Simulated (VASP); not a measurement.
Crystal: ZnS.

```
Zn S
1.0
     9.60666    0.00000    0.00000
     8.85266    3.73071    0.00000
     8.85266    1.78916    3.27370
Zn S
3 3
Direct
  0.99997 0.99997 0.99997
  0.22227 0.22227 0.22227
  0.44461 0.44461 0.44461
  0.08327 0.08327 0.08327
  0.52784 0.52784 0.52784
  0.30536 0.30536 0.30536
```

Base run:

* Program: VASP 6.6.1
* Functional: PBEsol
* Potentials or basis: VASP PAW PBE potentials, release 64 (Zn, S)
* Cutoff: 520 eV
* k mesh: 6 × 6 × 6
* Occupations: methfessel-paxton, width 0.1 eV
* Spin: no spin polarisation
* Hubbard terms: Zn d U = 2.0 eV

Its results: band gap on the k mesh 2.19 eV; pressure -1.7 GPa; largest force 0.013 eV/Å.

Problem. The run is repeated on the same cell with these changes: hubbard terms from Zn d U = 2.0 eV to Zn d U = 6.0 eV. What comes out?

Solution. Band gap on the k mesh 2.44 eV; pressure -3.4 GPa; largest force 0.020 eV/Å.

Caveats: the PAW data sets were made with another functional, which shifts forces and pressure a little; the cell stands under tension (at least some runs).

A k mesh can miss the band edges.
